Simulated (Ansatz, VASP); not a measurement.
**One calculation of NaI, two programs**

```
CELL_PARAMETERS angstrom
0.00000 3.22963 3.22963
3.22963 0.00000 3.22963
3.22963 3.22963 0.00000
ATOMIC_POSITIONS crystal
Na 0.00000 0.00000 0.00000
I 0.50000 0.50000 0.50000
```

Alike in both runs: task single point; functional r2SCAN; k mesh 6 × 6 × 6; no spin polarisation.

```csv
,VASP,Ansatz
version,VASP 6.6.1,Ansatz 0.2.0
potentials or method,"VASP PAW PBE potentials, release 64 (Na_pv, I)","plane waves, PAW"
plane-wave cutoff (eV),520,500
occupations,"gaussian, width 0.01 eV",fixed
valence electrons in the cell,14,26
```

Ansatz gave:

```
gap on the k mesh at the Fermi level (eV) : 4.45
pressure (GPa)                            : 0.0
```

Q: Which values does VASP return?

A: gap on the k mesh at the Fermi level (eV): 4.46; pressure (GPa): -0.1.

VASP's potentials were made for PBE, not for r2SCAN. VASP's potentials hold 14 valence electrons a cell and Ansatz's 26, so a difference there can come from the potentials and not from the codes.

Neither program's run includes spin-orbit coupling.
